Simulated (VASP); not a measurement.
A run of VASP 6.6.1 is set up as follows.

File INCAR:

```
AGGAC = 1.0 ; AGGAX = 1.0
ALDAC = 0.0 ; ALDAX = 1.0
ALGO = Normal ; EDIFF = 1E-6
ENCUT = 520 ; GGA = B5
ISIF = 2 ; ISMEAR = -1
IVDW = 12 ; LASPH = T
LCHARG = F ; LREAL = F
LWAVE = F ; NBANDS = 8
NELM = 60 ; PREC = Accurate
SIGMA = 0.05 ; VDW_A1 = 0.4298
VDW_A2 = 4.2359 ; VDW_S6 = 1.0
VDW_S8 = 2.6996
```

Contents of KPOINTS:

```
k-points
0
Gamma
  11 11 11
```

File POSCAR:

```
Li
1.0
   -1.5779589303      1.5779589303      1.5779589303
    1.5779589303     -1.5779589303      1.5779589303
    1.5779589303      1.5779589303     -1.5779589303
Li
1
Direct
    0.0000000000      0.0000000000      0.0000000000
```

Potentials or basis: VASP PAW PBE potentials, release 64 (Li_sv).

Launch:

```sh
$ cat potpaw_PBE.64/Li_sv/POTCAR > POTCAR
$ mpirun -np 1 vasp_std > vasp.out
```

Question: What does it give for the band gap on the k mesh?

Answer: Zero (an odd number of electrons rules out a gap without spin polarisation).

Question: What does it give for the dispersion energy per atom?

Answer: -0.488 eV.
